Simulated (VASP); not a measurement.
Wanted: the native input for a VASP 6.6.1 run.

| Item | Value |
| --- | --- |
| Task | single point |
| Functional | PBEsol |
| Potentials or basis | VASP PAW PBE potentials, release 64 (Zn, S) |
| Cutoff | 520 eV |
| k mesh | 6 × 6 × 6 |
| Occupations | gaussian, width 0.01 eV |
| Spin | no spin polarisation |
| Dipole correction | no |
| Further INCAR settings | ALGO = Normal; EDIFF = 1e-07; NBANDS = 16; ISYM = 0 |

The structure of ZnS lies in POSCAR:

```
ZnS
1.0
    0.0000000000      2.6940955531      2.6940955531
    2.6940955531      0.0000000000      2.6940955531
    2.6940955531      2.6940955531      0.0000000000
Zn S
1 1
Direct
    0.2500000000      0.2500000000      0.2500000000
    0.0000000000      0.0000000000      0.0000000000
```

These files were run (other wordings do the same):

INCAR

```
  ALGO = Normal
  EDIFF = 1E-7
  ENCUT = 520
  GGA = PS
  ISIF = 2
  ISMEAR = 0
  ISYM = 0
  LASPH = True
  LCHARG = False
  LREAL = False
  LWAVE = False
  NBANDS = 16
  NELM = 60
  PREC = Accurate
  SIGMA = 0.01
```

KPOINTS

```
k-points
0
Gamma
  6 6 6
```

Potentials or basis: VASP PAW PBE potentials, release 64 (Zn, S).

Command:

```console
$ cat potpaw_PBE.64/Zn/POTCAR potpaw_PBE.64/S/POTCAR > POTCAR
$ mpirun -np 1 vasp_std > vasp.out
```

It gave:

```yaml
Pressure: -1.1 GPa
Band_gap_on_the_k_mesh: 2.01 eV
```

Caveat: the PAW data sets were made with another functional, which shifts forces and pressure a little.

Run time: 57 s on 1 thread of Intel(R) Xeon(R) Platinum 8259CL CPU @ 2.50GHz (Skylake/Cascade Lake), with other jobs on the host, peak memory 0.2 GiB.
